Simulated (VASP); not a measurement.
# B5As6 in VASP: relaxation of the atoms with PBEsol

Aim: the relaxation of the atoms of B5As6 with PBEsol.

Everything below comes from runs of VASP 6.6.1. Logs are shortened: lines on timing, memory, paths and dates and some standing lists are left out, and cuts for length are marked.

## (1) The cell of the first run

The cell holds a slab with vacuum, 11 atoms: a = 3.371 Å, b = 3.371 Å, c = 26.920 Å, α = 90.00°, β = 90.00°, γ = 90.00°.

## (2) Relaxation of the atoms, PBEsol

INCAR reads:

```
SYSTEM = B5As6
  ALGO = Normal
  DIPOL = 0.5 0.5 0.500
  EDIFF = 1E-7
  EDIFFG = -0.02
  ENCUT = 520
  GGA = PS
  IBRION = 2
  IDIPOL = 3
  ISIF = 2
  ISMEAR = 0
  LASPH = .True.
  LCHARG = .False.
  LDIPOL = .True.
  LREAL = .False.
  LWAVE = .False.
  NELM = 100
  NSW = 80
  PREC = Accurate
  SIGMA = 0.05
```

KPOINTS reads:

```
k-points
0
Gamma
  8 8 1
  0 0 0
```

POSCAR reads:

```
B5As6
1.0
    3.3713973079      0.0000000000      0.0000000000
    0.0000000000      3.3713973079      0.0000000000
    0.0000000000      0.0000000000     26.9196894925
As B
6 5
Direct
    0.0000000000      0.5000000000      0.2786064825
    0.5000000000      0.0000000000      0.3671638895
    0.0000000000      0.5000000000      0.4557212965
    0.5000000000      0.0000000000      0.5442787035
    0.0000000000      0.5000000000      0.6328361105
    0.5000000000      0.0000000000      0.7213935175
    0.5000000000      0.5000000000      0.3228851860
    0.0000000000      0.0000000000      0.4114425930
    0.5000000000      0.5000000000      0.5000000000
    0.0000000000      0.0000000000      0.5885574070
    0.5000000000      0.5000000000      0.6771148140
```

Potentials or basis: VASP PAW PBE potentials, release 64 (As, B).

Command:

```
$ cat potpaw_PBE.64/As/POTCAR potpaw_PBE.64/B/POTCAR > POTCAR
$ mpirun -np 1 vasp_std > vasp.out
```

OUTCAR:

```text
SYSTEM = B5As6
   EDIFF = 1E-7
   EDIFFG = -0.02
   ENCUT = 520
   GGA = PS
   IBRION = 2
   ISIF = 2
   ISMEAR = 0
   LASPH = .True.
   LREAL = .False.
   NELM = 100
   NSW = 80
   PREC = Accurate

 ion  position               nearest neighbor table
   1  0.000  0.500  0.279-   7 2.06   7 2.06
   2  0.500  0.000  0.367-   7 2.06   8 2.06   7 2.06   8 2.06
   3  0.000  0.500  0.456-   9 2.06   9 2.06   8 2.06   8 2.06
   4  0.500  0.000  0.544-   9 2.06   9 2.06  10 2.06  10 2.06
   5  0.000  0.500  0.633-  10 2.06  11 2.06  10 2.06  11 2.06
   6  0.500  0.000  0.721-  11 2.06  11 2.06
   7  0.500  0.500  0.323-   1 2.06   2 2.06   2 2.06   1 2.06
   8  0.000  0.000  0.411-   2 2.06   2 2.06   3 2.06   3 2.06
   9  0.500  0.500  0.500-   3 2.06   4 2.06   4 2.06   3 2.06
  10  0.000  0.000  0.589-   5 2.06   5 2.06   4 2.06   4 2.06
  11  0.500  0.500  0.677-   5 2.06   6 2.06   6 2.06   5 2.06

  LATTYP: Found a simple tetragonal cell.
 ALAT       =     3.3713973079
 C/A-ratio  =     7.9847277061

  Lattice vectors:

 A1 = (   3.3713973079,   0.0000000000,   0.0000000000)
 A2 = (   0.0000000000,   3.3713973079,   0.0000000000)
 A3 = (   0.0000000000,   0.0000000000,  26.9196894925)

Analysis of symmetry for initial positions (statically):
=====================================================================
 Subroutine PRICEL returns:
 Original cell was already a primitive cell.

 Routine SETGRP: Setting up the symmetry group for a
 simple tetragonal supercell.

 Subroutine GETGRP returns: Found  8 space group operations
 (whereof  8 operations were pure point group operations)
 out of a pool of 16 trial point group operations.

The static configuration has the point symmetry D_2d.

Analysis of symmetry for dynamics (positions and initial velocities):
=====================================================================
 Subroutine PRICEL returns:
 Original cell was already a primitive cell.

 Routine SETGRP: Setting up the symmetry group for a
 simple tetragonal supercell.

 Subroutine GETGRP returns: Found  8 space group operations
 (whereof  8 operations were pure point group operations)
 out of a pool of 16 trial point group operations.

The dynamic configuration has the point symmetry D_2d.

 Subroutine INISYM returns: Found  8 space group operations
 (whereof  8 operations are pure point group operations),
 and found     1 'primitive' translations

----------------------------------------------------------------------------------------

                                     Primitive cell

  volume of cell :     305.9778

  direct lattice vectors                    reciprocal lattice vectors
     3.371397308  0.000000000  0.000000000     0.296612920  0.000000000  0.000000000
     0.000000000  3.371397308  0.000000000     0.000000000  0.296612920  0.000000000
     0.000000000  0.000000000 26.919689493     0.000000000  0.000000000  0.037147531

  length of vectors
     3.371397308  3.371397308 26.919689493     0.296612920  0.296612920  0.037147531

  position of ions in fractional coordinates (direct lattice)
     0.000000000  0.500000000  0.278606483
     0.500000000  0.000000000  0.367163889
     0.000000000  0.500000000  0.455721297
     0.500000000  0.000000000  0.544278703
     0.000000000  0.500000000  0.632836111
     0.500000000  0.000000000  0.721393517
     0.500000000  0.500000000  0.322885186
     0.000000000  0.000000000  0.411442593
     0.500000000  0.500000000  0.500000000
     0.000000000  0.000000000  0.588557407
     0.500000000  0.500000000  0.677114814

  ion indices of the primitive-cell ions
   primitive index   ion index
                 1           1
                 2           2
                 3           3
                 4           4
                 5           5
                 6           6
                 7           7
                 8           8
                 9           9
                10          10
                11          11

----------------------------------------------------------------------------------------

 KPOINTS: k-points

Automatic generation of k-mesh.
 Grid dimensions read from file:
 generate k-points for:    8    8    1

 Generating k-lattice:

  Cartesian coordinates                     Fractional coordinates (reciprocal lattice)
     0.037076615  0.000000000  0.000000000     0.125000000  0.000000000  0.000000000
     0.000000000  0.037076615  0.000000000     0.000000000  0.125000000  0.000000000
     0.000000000  0.000000000  0.037147531     0.000000000  0.000000000  1.000000000

  Length of vectors
     0.037076615  0.037076615  0.037147531

  Shift w.r.t. Gamma in fractional coordinates (k-lattice)
     0.000000000  0.000000000  0.000000000

 Subroutine IBZKPT returns following result:
 ===========================================

 Found     15 irreducible k-points:

 Following reciprocal coordinates:
            Coordinates               Weight
  0.000000  0.000000  0.000000      1.000000
  0.125000  0.000000  0.000000      4.000000
  0.250000  0.000000  0.000000      4.000000
  0.375000  0.000000  0.000000      4.000000
  0.500000  0.000000  0.000000      2.000000
  0.125000  0.125000  0.000000      4.000000
  0.250000  0.125000  0.000000      8.000000
  0.375000  0.125000  0.000000      8.000000
  0.500000  0.125000  0.000000      4.000000
  0.250000  0.250000  0.000000      4.000000
  0.375000  0.250000  0.000000      8.000000
  0.500000  0.250000  0.000000      4.000000
  0.375000  0.375000  0.000000      4.000000
  0.500000  0.375000  0.000000      4.000000
  0.500000  0.500000  0.000000      1.000000
   k-points           NKPTS =     15   k-points in BZ     NKDIM =     15   number of bands    NBANDS=     28
   number of dos      NEDOS =    301   number of ions     NIONS =     11
   total plane-waves  NPLWV = 156800
   dimension x,y,z NGX =    28 NGY =   28 NGZ =  200
   dimension x,y,z NGXF=    56 NGYF=   56 NGZF=  400
   ions per type =               6   5
   NGX,Y,Z   is equivalent  to a cutoff of  13.81, 13.81, 12.35 a.u.
   NGXF,Y,Z  is equivalent  to a cutoff of  27.61, 27.61, 24.70 a.u.
 SYSTEM =  B5As6
   PREC   = accura    normal or accurate (medium, high low for compatibility)
   ISTART =      0    job   : 0-new  1-cont  2-samecut
   ICHARG =      2    charge: 1-file 2-atom 10-const
   ISPIN  =      1    spin polarized calculation?
   LNONCOLLINEAR =      F non collinear calculations
   LSORBIT =      F    spin-orbit coupling
   LASPH  =      T    aspherical Exc in radial PAW
   ENCUT  =  520.0 eV  38.22 Ry    6.18 a.u.   6.27  6.27 50.05*2*pi/ulx,y,z
   NELM   =    100;   NELMIN=  2; NELMDL= -5     # of ELM steps
   EDIFF  = 0.1E-06   stopping-criterion for ELM
   LREAL  =      F    real-space projection
   EDIFFG = -.2E-01   stopping-criterion for IOM
   NSW    =     80    number of steps for IOM
   IBRION =      2    ionic relax: 0-MD 1-quasi-New 2-CG
   NFREE  =      1    steps in history (QN), initial steepest desc. (CG)
   ISIF   =      2    stress and relaxation
   ISYM   =      2    0-nonsym 1-usesym 2-fastsym
   POTIM  = 0.5000    time-step for ionic-motion
   TEBEG  =    0.0;   TEEND  =   0.0 temperature during run
   PSTRESS=    0.0 pullay stress
   NELECT =      45.0000    total number of electrons
   NUPDOWN=      -1.0000    fix difference up-down
   EMIN   =  10.00;   EMAX   =-10.00  energy-range for DOS
   EFERMI =   0.00;   METHOD = LEGACY
   ISMEAR =     0;   SIGMA  =   0.05  broadening in eV -4-tet -1-fermi 0-gaus
   EFERMI_NEDOS =   21; number of points for ismear=-14 and -15
   IALGO  =     38    algorithm
   IMIX   =      4    mixing-type and parameters
     AMIX     =   0.40;   BMIX     =  1.00
     AMIX_MAG =   1.60;   BMIX_MAG =  1.00
  volume/ion in A,a.u.               =      27.82       187.71
  Fermi-wavevector in a.u.,A,eV,Ry     =   0.864137  1.632981 10.159905  0.746732
  Thomas-Fermi vector in A             =   1.982189
   LORBIT       =      0    0 simple, 1 ext, 2 COOP (PROOUT), +10 PAW based schemes
   GGA     = PS    functional components
   LHFCALC =     F    Hartree Fock is set to
   AEXX    =    0.0000 exact exchange contribution
   IVDW    =     0    specifies the selected vdW correction
   LEPSILON=     F    determine dielectric tensor
   LRPA    =     F    only Hartree local field effects (RPA)
 conjugate gradient relaxation of ions
 non-spin polarized calculation
 Gauss-broadening in eV      SIGMA  =   0.05
  energy-cutoff  :      520.00
  volume of cell :      305.98
 maximum number of plane-waves:      8286
 NGX is ok and might be reduce to    28
   NGX = 13   NGY = 13   NGZ =101

--------------------------------------- Ionic step        1  -------------------------------------------

 number of electron      45.0000002 magnetization

 Free energy of the ion-electron system (eV)
  ---------------------------------------------------
  ext. energy  EPLUGINS =         0.00000000
  ---------------------------------------------------
  free energy    TOTEN  =       -64.12841181 eV

  energy without entropy =      -64.12315309  energy(sigma->0) =      -64.12578245

------------------------ aborting loop because EDIFF is reached ----------------------------------------

  FORCE on cell =-STRESS in cart. coord.  units (eV):
  Direction    XX          YY          ZZ          XY          YZ          ZX
  --------------------------------------------------------------------------------------
  -------------------------------------------------------------------------------------
  Total       -2.7603135     -2.7603135      0.7498345      0.0000000      0.0000000      0.0000000
  in kB      -14.4537015    -14.4537015      3.9263234      0.0000000      0.0000000      0.0000000
  external PRESSURE =      -8.3270265 kB  Pullay stress =       0.0000000 kB
[... 116 lines left out ...]
  FREE ENERGIE OF THE ION-ELECTRON SYSTEM (eV)
  ---------------------------------------------------
  free  energy   TOTEN  =       -64.1309831594 eV

  energy  without entropy=      -64.1250255747  energy(sigma->0) =      -64.12800437

[... ionic steps 4 to 8 ...]

--------------------------------------- Ionic step        9  -------------------------------------------

 number of electron      45.0000007 magnetization

 dipolmoment           0.000000      0.000000      0.000000 electrons x Angstroem

------------------------ aborting loop because EDIFF is reached ----------------------------------------

  FORCE on cell =-STRESS in cart. coord.  units (eV):
  Direction    XX          YY          ZZ          XY          YZ          ZX
  --------------------------------------------------------------------------------------
  -------------------------------------------------------------------------------------
  Total       -3.0899647     -3.0899647      0.0731482      0.0000000      0.0000000      0.0000000
  in kB      -16.1798383    -16.1798383      0.3830227      0.0000000      0.0000000      0.0000000
  external PRESSURE =     -10.6588846 kB  Pullay stress =       0.0000000 kB
[... 75 lines left out ...]
  energy  without entropy=      -64.1254736226  energy(sigma->0) =      -64.12870141

--------------------------------------- Ionic step       11  -------------------------------------------

 number of electron      45.0000006 magnetization

 dipolmoment           0.000000      0.000000     -0.000000 electrons x Angstroem

 Free energy of the ion-electron system (eV)
  ---------------------------------------------------
  ext. energy  EPLUGINS =         0.00000000
  ---------------------------------------------------
  free energy    TOTEN  =       -64.13200893 eV

  energy without entropy =      -64.12547418  energy(sigma->0) =      -64.12874155

 E-fermi :  -0.1139     XC(G=0):  -6.1024

 val. band max:       -0.1261803934   @ k =   0.0000   0.0000   0.0000
 cond. band min:      -0.0781553644   @ k =   0.3750   0.0000   0.0000
 fundamental gap:      0.0480250290
 Fermi energy:        -0.1138851996

 k-point     1 :       0.0000    0.0000    0.0000
  band No.  band energies     occupation
      1     -14.9813      2.00000
      2     -14.3583      2.00000
      3     -13.5153      2.00000
      4     -12.4873      2.00000
      5     -11.1651      2.00000
      6     -10.6146      2.00000
[... 454 lines left out ...]
     27       2.3791      0.00000
     28       2.6674      0.00000

------------------------ aborting loop because EDIFF is reached ----------------------------------------

 vacuum level on the upper side and lower side of the slab       (xc-potential included)        -0.133        -0.133

  FORCE on cell =-STRESS in cart. coord.  units (eV):
  Direction    XX          YY          ZZ          XY          YZ          ZX
  --------------------------------------------------------------------------------------
  -------------------------------------------------------------------------------------
  Total       -3.1430025     -3.1430025     -0.0168918      0.0000000      0.0000000      0.0000000
  in kB      -16.4575578    -16.4575578     -0.0884497      0.0000000      0.0000000      0.0000000
  external PRESSURE =     -11.0011885 kB  Pullay stress =       0.0000000 kB

 VOLUME and BASIS-vectors are now :
 -----------------------------------------------------------------------------
  energy-cutoff  :      520.00
  volume of cell :      305.98
      direct lattice vectors                 reciprocal lattice vectors
     3.371397308  0.000000000  0.000000000     0.296612920  0.000000000  0.000000000
     0.000000000  3.371397308  0.000000000     0.000000000  0.296612920  0.000000000
     0.000000000  0.000000000 26.919689493     0.000000000  0.000000000  0.037147531
[... 17 lines left out ...]
  FREE ENERGIE OF THE ION-ELECTRON SYSTEM (eV)
  ---------------------------------------------------
  free  energy   TOTEN  =       -64.1320089290 eV

  energy  without entropy=      -64.1254741759  energy(sigma->0) =      -64.12874155

 reached required accuracy - stopping structural energy minimisation

 vacuum level on the upper side and lower side of the slab         5.619         5.619
```

It used 970 s of CPU time on 1 thread of Intel(R) Xeon(R) Platinum 8488C (Sapphire Rapids) (shared host).

Results:

```
Free energy                  : -64.1320 eV
Energy gained by relaxing    : 0.3 meV/atom
Ionic steps                  : 11
Largest force after relaxing : 0.014 eV/Å
Band gap on the k mesh       : zero (an odd number of electrons rules out a gap without spin polarisation)
```

Forces in eV/Å, atoms in the order of the input:
```
As   0.000  0.000 -0.011
As   0.000  0.000 -0.007
As   0.000  0.000 -0.004
As   0.000  0.000  0.004
As   0.000  0.000  0.007
As   0.000  0.000  0.011
B    0.000  0.000  0.011
B    0.000  0.000  0.014
B    0.000  0.000  0.000
B    0.000  0.000 -0.014
B    0.000  0.000 -0.011
```

Step by step:
```csv
step,energy change (eV),largest force (eV/Å),pressure (GPa)
1,0.0000,0.1636,-0.83
2,-0.0026,0.0416,-0.91
3,-0.0026,0.0376,-0.91
4,-0.0028,0.0243,-0.93
5,-0.0028,0.0407,-0.95
6,-0.0030,0.0283,-0.97
7,-0.0031,0.0410,-1.01
8,-0.0033,0.0229,-1.03
9,-0.0034,0.0433,-1.07
10,-0.0035,0.0316,-1.08
11,-0.0036,0.0144,-1.10
```

Final structure:
```xyz
11
Lattice="3.3714 0.0000 0.0000 0.0000 3.3714 0.0000 0.0000 0.0000 26.9197" Properties=species:S:1:pos:R:3 pbc="T T T"
As    0.0000    1.6857    7.4729
As    1.6857    0.0000    9.8757
As    0.0000    1.6857   12.2600
As    1.6857    0.0000   14.6597
As    3.3714    1.6857   17.0440
As    1.6857    0.0000   19.4468
B     1.6857    1.6857    8.6809
B     0.0000    0.0000   11.0686
B     1.6857    1.6857   13.4598
B     0.0000    3.3714   15.8511
B     1.6857    1.6857   18.2388
```

Caveat: the PAW data sets were made with another functional, which shifts forces and pressure a little.
